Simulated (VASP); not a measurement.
Input of a VASP 6.6.1 run:

Contents of INCAR:

```
SYSTEM = Li2Se
PREC = Accurate
ENCUT = 750
EDIFF = 1E-6
ISMEAR = 0
SIGMA = 0.05
LREAL = .FALSE.
LASPH = .TRUE.
NELM = 120
ALGO = Normal
ISIF = 2
LWAVE = .FALSE.
LCHARG = .TRUE.
GGA = PE
LELF = .TRUE.
LVHAR = .TRUE.
NBANDS = 13
GGA_COMPAT = .FALSE.
```

Contents of KPOINTS:

```
regular mesh
0
G
  10 10 10
  0 0 0
```

The input POSCAR:

```
Li2Se
1.0
    0.0000000000      3.0024997683      3.0024997683
    3.0024997683      0.0000000000      3.0024997683
    3.0024997683      3.0024997683      0.0000000000
Li Se
2 1
Direct
    0.2500000000      0.2500000000      0.2500000000
    0.7500000000      0.7500000000      0.7500000000
    0.0000000000      0.0000000000      0.0000000000
```

Potentials or basis: VASP PAW PBE potentials, release 64 (Li_sv, Se).

Run with:

```bash
$ cat potpaw_PBE.64/Li_sv/POTCAR potpaw_PBE.64/Se/POTCAR > POTCAR
$ mpirun -np 1 vasp_std > vasp.out
```

Question: What does it give for the pressure?

Answer: 0.0 GPa.

Question: What does it give for the band gap on the k mesh?

Answer: 2.98 eV, indirect (least direct gap 3.38 eV).

A k mesh can miss the band edges.
